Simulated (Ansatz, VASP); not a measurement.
**Two plane-wave programs on AlP**

File INCAR:

```
SYSTEM = AlP
PREC = Accurate
ENCUT = 520
EDIFF = 1E-6
ISMEAR = 0
SIGMA = 0.05
LREAL = .False.
LASPH = .True.
NELM = 100
ALGO = Fast
ISIF = 2
LWAVE = .False.
LCHARG = .False.
LDIPOL = .True.
IDIPOL = 3
DIPOL = 0.5 0.5 0.501
GGA = PE
NBANDS = 31
KPAR = 4
```

Contents of KPOINTS:

```
regular mesh
0
Gamma
  22 22 1
  0 0 0
```

File POSCAR:

```
AlP
1.0
    3.8544390600      0.0000000000      0.0000000000
    0.0000000000      3.8544390600      0.0000000000
    0.0000000000      0.0000000000     32.2647499880
P Al
5 5
Direct
    0.0000000000      0.5000000000      0.3099357659
    0.5000000000      0.0000000000      0.3944087568
    0.0000000000      0.5000000000      0.4788817476
    0.5000000000      0.0000000000      0.5653207307
    0.0000000000      0.5000000000      0.6517548470
    0.5000000000      0.5000000000      0.3521722613
    0.0000000000      0.0000000000      0.4366452522
    0.5000000000      0.5000000000      0.5216669192
    0.0000000000      0.0000000000      0.6077951658
    0.5000000000      0.5000000000      0.6960316164
```

Input for Ansatz:

```yaml
crystal:
  lattice:
    - [3.85443906, 0.0, 0.0]
    - [0.0, 3.85443906, 0.0]
    - [0.0, 0.0, 32.264749988]
  atoms:
    - { symbol: P, position: [0.0, 0.5, 0.3099357659] }
    - { symbol: Al, position: [0.5, 0.5, 0.3521722613] }
    - { symbol: P, position: [0.5, 0.0, 0.3944087568] }
    - { symbol: Al, position: [0.0, 0.0, 0.4366452522] }
    - { symbol: P, position: [0.0, 0.5, 0.4788817476] }
    - { symbol: Al, position: [0.5, 0.5, 0.5216669192] }
    - { symbol: P, position: [0.5, 0.0, 0.5653207307] }
    - { symbol: Al, position: [0.0, 0.0, 0.6077951658] }
    - { symbol: P, position: [0.0, 0.5, 0.651754847] }
    - { symbol: Al, position: [0.5, 0.5, 0.6960316164] }
basis:
  ecutwfc: 420.0
  fft_grid_basis: typed
kpoints:
  mp_grid: { grid: [22, 22, 1] }
hamiltonian:
  xc: pbe
scf:
  occupations: { method: gaussian, width: 0.05 }
output:
  forces: true
  eigenvalues: true
  band_densities:
    - { e_range: [-2.0, -1.0] }
    - { e_range: [-1.0, -0.5] }
    - { e_range: [-0.5, -0.25] }
    - { e_range: [-0.25, 0.0] }
    - { e_range: [0.0, 0.25] }
    - { e_range: [0.25, 0.5] }
    - { e_range: [0.5, 1.0] }
    - { e_range: [1.0, 1.5] }
  band_residual_tolerance: 1.0e-05
  write_potential: true
  elf: true
  write_density: true
  volumetric_format: npy
efield:
  axis: 3
  dipole_correction: true
  ramp_width: 0.04
checkpoint:
  read: start.run
  write: ck
  compress: false
  write_wavefunctions: false
  write_every: 100000
```

Alike in both runs: task single point; functional PBE; k mesh 22 × 22 × 1; occupations gaussian, width 0.05 eV; no spin polarisation.

```csv
,VASP,Ansatz
version,VASP 6.6.1,Ansatz 0.2.0
potentials or method,"VASP PAW PBE potentials, release 64 (P, Al), cutoff 520 eV","scalar-relativistic, plane waves, PAW"
valence electrons in the cell,40,40
```

```tsv
	VASP	Ansatz	Ansatz less VASP
gap on the k mesh at the Fermi level (eV)	none	none	-
rms of the force components (eV/Å)	0.137	0.137	+0.0001
```

A gap of «none» marks a metal or a gap that the smearing closes. With one functional, cell and mesh, what is left measures potentials, basis and numerics. Ansatz's warnings: published levels not confirmed, xc potential rough in thin density.
